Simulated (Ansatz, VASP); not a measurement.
# BeS2: VASP beside Ansatz

The input INCAR:

```
PREC = Accurate
ENCUT = 600
EDIFF = 1E-6
ISMEAR = 0
SIGMA = 0.1
LREAL = False
LASPH = True
NELM = 60
ALGO = Normal
ISIF = 3
LWAVE = False
LCHARG = False
GGA = PE
IBRION = 2
NSW = 100
EDIFFG = -0.01
```

KPOINTS

```
Automatic mesh
0
Gamma
  14 14 14
```

The input POSCAR:

```
BeS2
1.0
    0.0000000000      2.8432300275      2.8432300275
    2.8432300275      0.0000000000      2.8432300275
    2.8432300275      2.8432300275      0.0000000000
Be S
1 2
Direct
    0.0000000000      0.0000000000      0.0000000000
    0.2500000000      0.2500000000      0.2500000000
    0.7500000000      0.7500000000      0.7500000000
```

Input for Ansatz:

```yaml
crystal:
  lattice:
    - [0.0, 2.8432300275, 2.8432300275]
    - [2.8432300275, 0.0, 2.8432300275]
    - [2.8432300275, 2.8432300275, 0.0]
  atoms:
    - { symbol: Be, position: [0.0, 0.0, 0.0] }
    - { symbol: S, position: [0.25, 0.25, 0.25] }
    - { symbol: S, position: [0.75, 0.75, 0.75] }
basis:
  ecutwfc: 420
kpoints:
  mp_grid: { grid: [14, 14, 14] }
hamiltonian:
  xc: pbe
scf:
  occupations: { method: gaussian, width: 0.1 }
output:
  forces: true
  stress: true
  eigenvalues: true
  write_density: true
  write_potential: true
  elf: true
  volumetric_format: npy
relax:
  adjacent_minimum: "off"
  f_tol: 0.01
  max_steps: 80
  cell: { stress_tol: 0.05 }
```

Change from the starting cell: species swapped into the ZrO2 type (Fm-3m, No. 225).

Alike in both runs: task relaxation of cell and atoms; functional PBE; k mesh 14 × 14 × 14; occupations gaussian, width 0.1 eV; no spin polarisation.

```csv
,VASP,Ansatz
version,VASP 6.6.1,Ansatz 0.2.0
potentials or method,"VASP PAW PBE potentials, release 64 (Be, S), cutoff 600 eV","scalar-relativistic, plane waves, PAW"
valence electrons in the cell,14,14
```

|  | VASP | Ansatz | Ansatz less VASP |
| --- | --- | --- | --- |
| gap on the k mesh at the Fermi level, each at its own relaxed structure (eV) | none | none | - |
| relaxed volume (Å³/atom) | 15.28 | 15.30 | +0.016 |
| relaxed cell length with the largest relative difference (Å) | 4.017 | 4.019 | +0.0014 |

A gap of «none» marks a metal or a gap that the smearing closes.
